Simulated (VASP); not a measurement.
Write the native input for VASP 6.6.1 that does the following.

- Task: single point
- Functional: r2SCAN
- Dispersion: D3(BJ)
- Potentials or basis: VASP PAW PBE potentials, release 64 (Mg_sv, B)
- Cutoff: 750 eV
- k mesh: 10 × 10 × 8
- Occupations: fermi-dirac, width 0.05 eV
- Spin: no spin polarisation
- Dipole correction: no
- Mended: yes
- Further INCAR settings: ALGO = Normal; EDIFF = 1e-06; NBANDS = 15

Crystal: MgB2.

```
Mg B
1.0
     3.06109    0.00000    0.00000
    -1.53054    2.65098    0.00000
     0.00000    0.00000    3.47211
Mg B
1 2
Direct
  0.00000 0.00000 0.00000
  0.66667 0.33333 0.50000
  0.33333 0.66667 0.50000
```

The input as run:

POSCAR

```
MgB2
1.0
    3.0610865115      0.0000000000      0.0000000000
   -1.5305432557      2.6509786821      0.0000000000
    0.0000000000      0.0000000000      3.4721083383
Mg B
1 2
Direct
    0.0000000000      0.0000000000      0.0000000000
    0.6666666667      0.3333333333      0.5000000000
    0.3333333333      0.6666666667      0.5000000000
```

INCAR.step1

```
PREC     = Accurate       # precision mode
ENCUT    = 750            # plane-wave cutoff, eV
ISMEAR   = -1             # smearing method
SIGMA    = 0.05           # smearing width, eV
LREAL    = F              # projectors in reciprocal space
LASPH    = T              # aspherical terms in the spheres
NELM     = 120            # most SCF steps
NBANDS   = 15             # bands
GGA      = PE             # functional
ALGO     = Normal         # electronic algorithm
EDIFF    = 1E-5           # SCF threshold, eV
LWAVE    = T              # write WAVECAR
LCHARG   = F              # write CHGCAR
GGA_COMPAT= F
```

INCAR.step2

```
PREC     = Accurate       # precision mode
ENCUT    = 750            # plane-wave cutoff, eV
EDIFF    = 1E-6           # SCF threshold, eV
ISMEAR   = -1             # smearing method
SIGMA    = 0.05           # smearing width, eV
LREAL    = F              # projectors in reciprocal space
LASPH    = T              # aspherical terms in the spheres
NELM     = 120            # most SCF steps
ALGO     = Normal         # electronic algorithm
ISIF     = 2              # what is computed and relaxed
LWAVE    = F              # write WAVECAR
LCHARG   = F              # write CHGCAR
METAGGA  = R2SCAN         # meta-GGA
LMIXTAU  = T            
IVDW     = 12             # dispersion correction
VDW_S6   = 1.0          
VDW_S8   = 0.78981345   
VDW_A1   = 0.49484001   
VDW_A2   = 5.73083694   
NBANDS   = 15             # bands
ISTART   = 1            
GGA_COMPAT= F
```

KPOINTS

```
regular mesh
0
Gamma
  10 10 8
```

Potentials or basis: VASP PAW PBE potentials, release 64 (Mg_sv, B).

The run is started by

```bash
$ cat potpaw_PBE.64/Mg_sv/POTCAR potpaw_PBE.64/B/POTCAR > POTCAR
$ cp INCAR.step1 INCAR
$ mpirun -np 1 vasp_std > vasp.out
$ cp INCAR.step2 INCAR
$ mpirun -np 1 vasp_std > vasp.out
```

Results of the run:

- Pressure: -0.2 GPa
- Band gap on the k mesh: zero (bands 8 and 9 overlap by 2.65 eV)
- Dispersion energy per atom: -0.137 eV

Caveat: the PAW data sets were made with another functional, which shifts forces and pressure a little.

It took 88 s on 1 thread of AMD EPYC 9R45 96-Core Processor (Zen 5) (shared host), peak memory 0.17 GiB.
